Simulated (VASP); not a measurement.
Write the native input for VASP 6.6.1 that does the following.

```yaml
Task: single point
Functional: LDA
Potentials_or_basis: VASP PAW LDA potentials, release 64 (Ta_pv, N)
Cutoff: 520 eV
k_mesh: 5 × 5 × 8
Occupations: fermi-dirac, width 0.03 eV
Spin: no spin polarisation
Dipole_correction: no
Further_INCAR_settings: ALGO = Normal; EDIFF = 1e-06; NBANDS = 33
```

The structure of TaN lies in POSCAR:

```
TaN
1.0
    5.1849992558      0.0000000000      0.0000000000
   -2.5924996279      4.4903410741      0.0000000000
    0.0000000000      0.0000000000      2.9952400000
Ta N
3 3
Direct
    0.0000000000      0.0000000000      0.0000000000
    0.3333333333      0.6666666667      0.5000000000
    0.6666666667      0.3333333333      0.5000000000
    0.5000000000      0.0000000000      0.0000000000
    0.5000000000      0.5000000000      0.0000000000
    0.0000000000      0.5000000000      0.0000000000
```

This cell differs from its parent crystal: zz strain of +3 %.

One way to write it, as run:

INCAR

```
PREC = Accurate ; ENCUT = 520
EDIFF = 1E-6 ; ISMEAR = -1
SIGMA = 0.03 ; LREAL = False
LASPH = True ; NELM = 100
ALGO = Normal ; ISIF = 2
LWAVE = False ; LCHARG = False
NBANDS = 33
```

KPOINTS

```
regular mesh
0
Gamma
  5 5 8
```

Potentials or basis: VASP PAW LDA potentials, release 64 (Ta_pv, N).

Launch:

```console
$ cat potpaw_LDA.64/Ta_pv/POTCAR potpaw_LDA.64/N/POTCAR > POTCAR
$ mpirun -np 1 vasp_std > vasp.out
```

Results of the run:

| Quantity | Value |
| --- | --- |
| Pressure | -14.1 GPa |
| Band gap on the k mesh | zero (band 24 reaches 8.57 eV, above the bottom of band 25 at 6.58 eV) |

Caveat: the cell differs from its parent crystal (zz strain of +3 %); spin-orbit coupling is left out, which moves the levels of the heavy elements.

It took 86 s on 1 thread of Intel Xeon 8259CL, on a shared host, peak memory 0.19 GiB.
